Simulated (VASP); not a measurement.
Here is a VASP 6.6.1 calculation.

The input POSCAR:

```
ZnSe
1.0
    0.0000000000      2.8700000000      2.8700000000
    2.8700000000      0.0000000000      2.8700000000
    2.8700000000      2.8700000000      0.0000000000
Zn Se
1 1
Direct
    0.0000000000      0.0000000000      0.0000000000
    0.2500000000      0.2500000000      0.2500000000
```

File INCAR.step1:

```
SYSTEM = ZnSe
PREC = Accurate ; ENCUT = 520
EDIFF = 1E-5 ; ISMEAR = -1
SIGMA = 0.02 ; LREAL = .False.
LASPH = .True. ; NELM = 100
ALGO = Normal ; ISIF = 2
LWAVE = .True. ; LCHARG = .False.
NBANDS = 16 ; GGA = PE
```

Contents of INCAR.step2:

```
SYSTEM = ZnSe
PREC = Accurate ; ENCUT = 520
EDIFF = 1E-7 ; ISMEAR = -1
SIGMA = 0.02 ; LREAL = .False.
LASPH = .True. ; NELM = 100
ALGO = Normal ; ISIF = 2
LWAVE = .False. ; LCHARG = .False.
GGA = PE ; LHFCALC = .True.
HFSCREEN = 0.2079 ; PRECFOCK = Normal
NBANDS = 16 ; ISTART = 1
```

File KPOINTS:

```
regular mesh
0
Gamma
  6 6 6
  0 0 0
```

Potentials or basis: VASP PAW PBE potentials, release 64 (Zn, Se).

Run with:

```sh
$ cat potpaw_PBE.64/Zn/POTCAR potpaw_PBE.64/Se/POTCAR > POTCAR
$ cp INCAR.step1 INCAR
$ mpirun -np 1 vasp_std > vasp.out
$ cp INCAR.step2 INCAR
$ mpirun -np 1 vasp_std > vasp.out
```

Task: What does it give for the pressure?

Result: -1.2 GPa.

Task: What does it give for the band gap on the k mesh?

Result: 2.23 eV.

Caveat: the PAW data sets were made with another functional, which shifts forces and pressure a little.
